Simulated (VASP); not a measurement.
Here is a VASP 6.6.1 calculation.

File INCAR:

```
SYSTEM = Au
ALGO = Normal
EDIFF = 1E-7
ENCUT = 520
GGA = PS
ISIF = 2
ISMEAR = 0
LASPH = .TRUE.
LCHARG = .FALSE.
LREAL = .FALSE.
LWAVE = .FALSE.
NBANDS = 12
NELM = 60
PREC = Accurate
SIGMA = 0.15
```

Contents of KPOINTS:

```
k-points
0
G
  20 20 20
  0 0 0
```

File POSCAR:

```
Au
1.0
    0.0000000000      1.9432250000      2.1477750000
    1.9432250000      0.0000000000      2.1477750000
    1.9432250000      1.9432250000      0.0000000000
Au
1
Direct
    0.0000000000      0.0000000000      0.0000000000
```

Potentials or basis: VASP PAW PBE potentials, release 64 (Au).

The run is started by

```bash
$ cat potpaw_PBE.64/Au/POTCAR > POTCAR
$ mpirun -np 1 vasp_std > vasp.out
```

Problem. What does it give for the pressure?

Solution. 9.9 GPa.

Stress tensor (GPa, compression positive):
```
11.81  0.00  0.00
 0.00 11.81  0.00
 0.00  0.00  6.06
```

Caveat: the cell differs from its parent crystal (strain -0.050 along x and y, +0.050 along z); the PAW data sets were made with another functional, which shifts forces and pressure a little.
